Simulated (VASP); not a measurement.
Write the native input for VASP 6.6.1 that does the following.

```
Task                   : single point
Functional             : LDA
Potentials or basis    : VASP PAW LDA potentials, release 64 (Zn, S)
Cutoff                 : 520 eV
k mesh                 : 6 × 6 × 4
Occupations            : gaussian, width 0.01 eV
Spin                   : non-collinear spin, zero start, spin-orbit coupling
Starting moments       : [[0.0, 0.0, 0.0], [0.0, 0.0, 0.0], [0.0, 0.0, 0.0], [0.0, 0.0, 0.0]] μB
Dipole correction      : no
Further INCAR settings : ALGO = Normal; EDIFF = 1e-07; NBANDS = 50
```

The structure of ZnS lies in POSCAR:

```
ZnS
1.0
    3.7382324459      0.0000000000      0.0000000000
   -1.8691162230      3.2374042634      0.0000000000
    0.0000000000      0.0000000000      6.1429977760
Zn S
2 2
Direct
    0.3333333333      0.6666666667      0.0055913282
    0.6666666667      0.3333333333      0.5055913282
    0.3333333333      0.6666666667      0.3794086718
    0.6666666667      0.3333333333      0.8794086718
```

The input as run:

INCAR

```
  PREC = Accurate
  ENCUT = 520
  EDIFF = 1E-7
  ISMEAR = 0
  SIGMA = 0.01
  LREAL = False
  LASPH = True
  NELM = 150
  ALGO = Normal
  ISIF = 2
  LWAVE = False
  LCHARG = False
  MAGMOM = 0 0 0 0 0 0 0 0 0 0 0 0
  LORBIT = 11
  LSORBIT = True
  GGA_COMPAT = False
  LORBMOM = True
  NBANDS = 50
```

KPOINTS

```
Automatic mesh
0
Gamma
  6 6 4
```

Potentials or basis: VASP PAW LDA potentials, release 64 (Zn, S).

The run is started by

```sh
$ cat potpaw_LDA.64/Zn/POTCAR potpaw_LDA.64/S/POTCAR > POTCAR
$ mpirun -np 1 vasp_ncl > vasp.out
```

Results of the run:

```json
{
  "Pressure": "0.3 GPa",
  "Net moment": "0.00 μB per cell",
  "Valence electrons inside the program's atomic spheres": "Zn 10.89; S 3.76"
}
```

It took 2.3 min on 1 thread of Intel(R) Xeon(R) 6975P-C (Granite Rapids) (shared host), peak memory 0.34 GiB.
